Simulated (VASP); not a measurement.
Set up this calculation in VASP 6.6.1, as the native input.

```
Task                   : single point
Functional             : LDA
Potentials or basis    : VASP PAW LDA potentials, release 64 (Hf_pv, C)
Cutoff                 : 520 eV
k mesh                 : 8 × 8 × 5
Occupations            : gaussian, width 0.1 eV
Spin                   : no spin polarisation
Dipole correction      : no
Further INCAR settings : ALGO = Normal; EDIFF = 1e-06; NBANDS = 22
```

The structure of HfC lies in POSCAR:

```
HfC
1.0
    3.4297322718      0.0000000000      0.0000000000
   -1.7148661359      2.9702354013      0.0000000000
    0.0000000000      0.0000000000      5.3379094785
Hf C
2 2
Direct
    0.6666666667      0.3333333333      0.7500000000
    0.3333333333      0.6666666667      0.2500000000
    0.0000000000      0.0000000000      0.0000000000
    0.0000000000      0.0000000000      0.5000000000
```

One way to write it, as run:

INCAR

```
SYSTEM = HfC
PREC     = Accurate       ! precision mode
ENCUT    = 520            ! plane-wave cutoff, eV
EDIFF    = 1E-6           ! SCF threshold, eV
ISMEAR   = 0              ! smearing method
SIGMA    = 0.1            ! smearing width, eV
LREAL    = .False.        ! projectors in reciprocal space
LASPH    = .True.         ! aspherical terms in the spheres
NELM     = 60             ! most SCF steps
ALGO     = Normal         ! electronic algorithm
ISIF     = 2              ! what is computed and relaxed
LWAVE    = .False.        ! write WAVECAR
LCHARG   = .True.         ! write CHGCAR
GGA      = CA             ! functional
LELF     = .True.         ! ELF
LVHAR    = .True.       
NBANDS   = 22             ! bands
```

KPOINTS

```
Automatic mesh
0
Gamma
  8 8 5
  0 0 0
```

Potentials or basis: VASP PAW LDA potentials, release 64 (Hf_pv, C).

Launch:

```bash
$ cat potpaw_LDA.64/Hf_pv/POTCAR potpaw_LDA.64/C/POTCAR > POTCAR
$ mpirun -np 1 vasp_std > vasp.out
```

It gave:

* Pressure: -26.2 GPa
* Band gap on the k mesh: zero (band 14 reaches 6.63 eV, above the bottom of band 15 at 5.56 eV)

Caveat: spin-orbit coupling is left out, which moves the levels of the heavy elements.

It took 74 s on 1 thread of Intel Xeon 6975P-C, on a shared host, peak memory 0.17 GiB.
